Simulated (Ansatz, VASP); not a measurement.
**AlN: VASP beside Ansatz**

Contents of INCAR:

```
ALGO     = Normal         # electronic algorithm
EDIFF    = 1E-7           # SCF threshold, eV
ENCUT    = 520            # plane-wave cutoff, eV
GGA      = PE             # functional
ISIF     = 2              # what is computed and relaxed
ISMEAR   = 0              # smearing method
LASPH    = True           # aspherical terms in the spheres
LCHARG   = False          # write CHGCAR
LREAL    = False          # projectors in reciprocal space
LWAVE    = False          # write WAVECAR
NBANDS   = 26             # bands
NELM     = 100            # most SCF steps
PREC     = Accurate       # precision mode
SIGMA    = 0.05           # smearing width, eV
```

KPOINTS

```
k-points
0
Gamma
  8 8 3
```

The input POSCAR:

```
AlN
1.0
   -3.1302395629      0.0000000000      0.0000000000
   -1.5651197814     -2.7108669814      0.0000000000
   -0.3911234334     -0.2258152196     10.0359593112
Al N
4 4
Direct
    0.2579789573      0.2579789573      0.9046143587
    0.2996289573      0.2996289573      0.4046143587
    0.6537872906      0.6537872906      0.1546143587
    0.6121372906      0.6121372906      0.6546143587
    0.3253877094      0.3253877094      0.0953856413
    0.2837377094      0.2837377094      0.5953856413
    0.6378960427      0.6378960427      0.3453856413
    0.5962460427      0.5962460427      0.8453856413
```

Input for Ansatz:

```yaml
crystal:
  lattice:
    - [-3.1302395629, 0.0, 0.0]
    - [-1.5651197814, -2.7108669814, 0.0]
    - [-0.3911234334, -0.2258152196, 10.0359593112]
  atoms:
    - { symbol: Al, position: [0.2579789573, 0.2579789573, 0.9046143587] }
    - { symbol: Al, position: [0.2996289573, 0.2996289573, 0.4046143587] }
    - { symbol: Al, position: [0.6537872906, 0.6537872906, 0.1546143587] }
    - { symbol: Al, position: [0.6121372906, 0.6121372906, 0.6546143587] }
    - { symbol: "N", position: [0.3253877094, 0.3253877094, 0.0953856413] }
    - { symbol: "N", position: [0.2837377094, 0.2837377094, 0.5953856413] }
    - { symbol: "N", position: [0.6378960427, 0.6378960427, 0.3453856413] }
    - { symbol: "N", position: [0.5962460427, 0.5962460427, 0.8453856413] }
basis:
  ecutwfc: 420
kpoints:
  mp_grid: { grid: [8, 8, 3] }
hamiltonian:
  xc: pbe
scf:
  occupations: { method: gaussian, width: 0.05 }
output:
  forces: true
  stress: true
  eigenvalues: true
```

Alike in both runs: task single point; functional PBE; k mesh 8 × 8 × 3; occupations gaussian, width 0.05 eV; no spin polarisation.

|  | VASP | Ansatz |
| --- | --- | --- |
| version | VASP 6.6.1 | Ansatz 0.2.0 |
| potentials or method | VASP PAW PBE potentials, release 64 (Al, N), cutoff 520 eV | scalar-relativistic, plane waves, PAW |
| valence electrons in the cell | 32 | 32 |

Ansatz gave:

```
gap on the k mesh at the Fermi level (eV)                     : 3.75
least direct gap on the mesh (eV)                             : 3.75
pressure (GPa)                                                : -0.3
traceless stress, the component that is largest in VASP (GPa) : 4.03
rms of the force components (eV/Å)                            : 0.255
```

Problem. Which values does VASP return?

Solution. gap on the k mesh at the Fermi level (eV): 3.76; least direct gap on the mesh (eV): 3.76; pressure (GPa): -0.6; traceless stress, the component that is largest in VASP (GPa): 4.05; rms of the force components (eV/Å): 0.255.

Atom by atom the forces differ by 0.001 eV/Å (rms over components).
